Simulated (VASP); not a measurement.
Input of a VASP 6.6.1 run:

File INCAR:

```
SYSTEM = TiHg3Sb2
PREC = Accurate
ENCUT = 520
EDIFF = 1E-6
ISMEAR = 0
SIGMA = 0.1
LREAL = .FALSE.
LASPH = .TRUE.
NELM = 80
ALGO = Normal
ISIF = 2
LWAVE = .FALSE.
LCHARG = .TRUE.
GGA = PE
LELF = .TRUE.
LVHAR = .TRUE.
NBANDS = 38
```

KPOINTS

```
Automatic mesh
0
G
  4 4 2
  0 0 0
```

Contents of POSCAR:

```
TiHg3Sb2
1.0
    4.0468061042      0.0000000000      0.0000000000
    0.0000000000      4.0468061042      0.0000000000
    0.0000000000      0.0000000000     10.0306335925
Ti Hg Sb
1 3 2
Direct
    0.0000000000      0.0000000000      0.5978111960
    0.5000000000      0.0000000000      0.9932380479
    0.0000000000      0.5000000000      0.9932380479
    0.5000000000      0.5000000000      0.4054998081
    0.5000000000      0.5000000000      0.6883728041
    0.0000000000      0.0000000000      0.3218391360
```

Potentials or basis: VASP PAW PBE potentials, release 64 (Ti_sv, Hg, Sb).

Launch:

```bash
$ cat potpaw_PBE.64/Ti_sv/POTCAR potpaw_PBE.64/Hg/POTCAR potpaw_PBE.64/Sb/POTCAR > POTCAR
$ mpirun -np 1 vasp_std > vasp.out
```

Estimate the band gap on the k mesh.

zero (bands 29 and 30 overlap by 1.16 eV).

Predict the pressure.

0.2 GPa.

Predict the largest force.

0.056 eV/Å.

Stress tensor (GPa, compression positive):
```
0.29 0.00 0.00
0.00 0.29 0.00
0.00 0.00 0.17
```

Caveat: the k points lie up to 0.39 Å⁻¹ apart, too coarse for converged energies and pressures of a metal; spin-orbit coupling is left out, which moves the levels of the heavy elements.
